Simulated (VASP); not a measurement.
A run of VASP 6.6.1 is set up as follows.

INCAR

```
  PREC = Accurate
  ENCUT = 520
  EDIFF = 1E-6
  ISMEAR = 0
  SIGMA = 0.1
  LREAL = F
  LASPH = T
  NELM = 60
  ALGO = Normal
  ISIF = 2
  LWAVE = F
  LCHARG = T
  GGA = PE
  LELF = T
  LVHAR = T
  NBANDS = 42
```

Contents of KPOINTS:

```
regular mesh
0
Gamma
  6 6 2
```

Contents of POSCAR:

```
CaPtSe2
1.0
    3.7533437100      0.0000000000      0.0000000000
   -1.8766718600      3.2504910100      0.0000000000
    0.0000000000      0.0000000000     11.6447373400
Ca Pt Se
2 2 4
Direct
    0.6666666700      0.3333333300      0.3605371900
    0.3333333300      0.6666666700      0.8605371900
    0.6666666700      0.3333333300      0.1118004400
    0.3333333300      0.6666666700      0.6118004400
    0.0000000000      0.0000000000      0.0000000000
    0.3333333300      0.6666666700      0.2210743700
    0.0000000000      0.0000000000      0.5000000000
    0.6666666700      0.3333333300      0.7210743700
```

Potentials or basis: VASP PAW PBE potentials, release 64 (Ca_sv, Pt, Se).

The run is started by

```sh
$ cat potpaw_PBE.64/Ca_sv/POTCAR potpaw_PBE.64/Pt/POTCAR potpaw_PBE.64/Se/POTCAR > POTCAR
$ mpirun -np 1 vasp_std > vasp.out
```

Question: Estimate the largest force.

Answer: 0.967 eV/Å.

Question: Estimate the pressure.

Answer: 27.5 GPa.

Stress tensor (GPa, compression positive):
```
27.66  0.00  0.00
 0.00 27.66  0.00
 0.00  0.00 27.28
```

Caveat: the cell stands under pressure.
